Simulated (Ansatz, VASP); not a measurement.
TiCo in VASP and in Ansatz

```
Ti Co
1.0
     2.86104    0.00000    0.00000
     0.00000    2.86104    0.00000
     0.00000    0.00000    2.86104
Ti Co
1 1
Direct
  0.00000 0.00000 0.00000
  0.50000 0.50000 0.50000
```

Alike in both runs: task single point; functional PBE; k mesh 14 × 14 × 14; occupations gaussian, width 0.1 eV; collinear spin.

|  | VASP | Ansatz |
| --- | --- | --- |
| version | VASP 6.6.1 | Ansatz 0.2.0 |
| potentials or method | VASP PAW PBE potentials, release 64 (Ti_sv, Co), cutoff 520 eV | scalar-relativistic, plane waves, PAW |
| valence electrons in the cell | 21 | 29 |

|  | VASP | Ansatz | Ansatz less VASP |
| --- | --- | --- | --- |
| gap on the k mesh at the Fermi level (eV) | none | none | - |
| pressure (GPa) | 25.8 | 26.8 | +1.03 |
| net moment per atom (μB) | 0.25 | 0.28 | +0.031 |
| size of the moment on the site where the two differ most (μB) | 0.51 | 0.58 | +0.067 |

Site moments also hang on the region over which each program counts them. A gap of «none» marks a metal or a gap that the smearing closes. VASP's potentials hold 21 valence electrons a cell and Ansatz's 29, so a difference there can come from the potentials and not from the codes.
